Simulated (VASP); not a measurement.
Runs of VASP 6.6.1 on BH24C12F3. The cells are those of the table. 

| cell | gap on the mesh (eV) | pressure (GPa) | largest force (eV/Å) |
| --- | --- | --- | --- |
| a = 8.529 Å, 40 atoms | 5.08 | 0.0 | 0.21 |
| a = 7.215 Å, 40 atoms | 3.27 | 4.6 | 8.48 |
| a = 8.026 Å, 40 atoms | 3.67 | -0.6 | 5.74 |
| a = 6.677 Å, 40 atoms | 3.38 | (a) | (b) |

Alike in all rows: task single point; level PBE+D3(BJ); potentials or basis VASP PAW PBE potentials, release 64 (B, F, C, H); no spin polarisation; k mesh 1 × 1 × 1; cutoff (eV) 520; smearing fermi-dirac 0.05 eV.

Question: Estimate the missing entries.

Answer: (a) 13.0; (b) 7.15.

Caveats: all runs use coarse meshes.

A k mesh can miss the band edges.
